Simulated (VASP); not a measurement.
Write the native input for VASP 6.6.1 that does the following.

| Item | Value |
| --- | --- |
| Task | single point |
| Functional | HF |
| Potentials or basis | VASP PAW PBE potentials, release 64 (Si, C) |
| Cutoff | 520 eV |
| k mesh | 5 × 5 × 3 |
| Occupations | fermi-dirac, width 0.05 eV |
| Spin | no spin polarisation |
| Dipole correction | no |
| Grid for exact exchange (PRECFOCK) | Normal |
| Further INCAR settings | ALGO = Normal; EDIFF = 1e-06; NBANDS = 16 |

Crystal: SiC (Moissanite).

```xyz
4
Lattice="3.0760 0.0000 0.0000 -1.5380 2.6639 0.0000 0.0000 0.0000 5.0480" Properties=species:S:1:pos:R:3 pbc="T T T"
Si    1.5380    0.8880    2.5240
Si    0.0000    1.7759    0.0000
C     1.5380    0.8880    4.4675
C     0.0000    1.7759    1.9435
```

One way to write it, as run:

POSCAR

```
SiC
1.0
    3.0760000000      0.0000000000      0.0000000000
   -1.5380000000      2.6638941420      0.0000000000
    0.0000000000      0.0000000000      5.0480000000
Si C
2 2
Direct
    0.6666666667      0.3333333333      0.5000000000
    0.3333333333      0.6666666667      0.0000000000
    0.6666666667      0.3333333333      0.8850000000
    0.3333333333      0.6666666667      0.3850000000
```

INCAR.step1

```
ALGO = Normal
EDIFF = 1E-5
ENCUT = 520
GGA = PE
ISIF = 2
ISMEAR = -1
LASPH = True
LREAL = False
LWAVE = True
NBANDS = 16
NELM = 60
PREC = Accurate
SIGMA = 0.05
```

INCAR.step2

```
AEXX = 1.0
AGGAC = 0.0
ALDAC = 0.0
ALGO = Normal
EDIFF = 1E-6
ENCUT = 520
GGA = PE
ISIF = 2
ISMEAR = -1
ISTART = 1
LASPH = True
LCHARG = True
LELF = True
LHFCALC = True
LREAL = False
LVHAR = True
LWAVE = False
NBANDS = 16
NELM = 60
PREC = Accurate
PRECFOCK = Normal
SIGMA = 0.05
```

KPOINTS

```
k-points
0
Gamma
  5 5 3
```

Potentials or basis: VASP PAW PBE potentials, release 64 (Si, C).

The run is started by

```bash
$ cat potpaw_PBE.64/Si/POTCAR potpaw_PBE.64/C/POTCAR > POTCAR
$ cp INCAR.step1 INCAR
$ mpirun -np 1 vasp_std > vasp.out
$ cp INCAR.step2 INCAR
$ mpirun -np 1 vasp_std > vasp.out
```

It gave:

```json
{"Pressure": "0.5 GPa", "Largest force": "0.866 eV/Å", "Band gap on the k mesh": "10.42 eV, indirect (least direct gap 12.46 eV)"}
```

Caveat: the k points lie up to 0.47 Å⁻¹ apart; the PAW data sets were made with another functional, which shifts forces and pressure a little.

It took 9.6 min on 1 thread of AMD EPYC 7R43 64-Core Processor (Zen 3) (shared host), peak memory 0.13 GiB.
